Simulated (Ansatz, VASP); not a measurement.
# S: VASP beside Ansatz

```
S
1.0
     2.08119    1.20157    3.85931
    -2.08119    1.20157    3.85931
     0.00000   -2.40315    3.85931
S
2
Direct
  0.22754 0.22754 0.22754
  0.77246 0.77246 0.77246
```

Alike in both runs: task single point; functional r2SCAN; k mesh 6 × 6 × 6; occupations gaussian, width 0.1 eV; no spin polarisation.

|  | VASP | Ansatz |
| --- | --- | --- |
| version | VASP 6.6.1 | Ansatz 0.2.0 |
| potentials or method | VASP PAW PBE potentials, release 64 (S), cutoff 520 eV | scalar-relativistic, plane waves, PAW |
| valence electrons in the cell | 12 | 12 |

Ansatz gave:

```
gap on the k mesh at the Fermi level (eV)                     : none
pressure (GPa)                                                : -12.1
traceless stress, the component that is largest in VASP (GPa) : -1.75
rms of the force components (eV/Å)                            : 0.482
```

**Question.** Which values does VASP return?

**Answer.** gap on the k mesh at the Fermi level (eV): none; pressure (GPa): -12.1; traceless stress, the component that is largest in VASP (GPa): -1.74; rms of the force components (eV/Å): 0.486.

VASP's potentials were made for PBE, not for r2SCAN. Atom by atom the forces differ by 0.003 eV/Å (rms over components). A gap of «none» marks a metal or a gap that the smearing closes. The functional is the same, so the differences come from potentials, cutoffs and numerics.
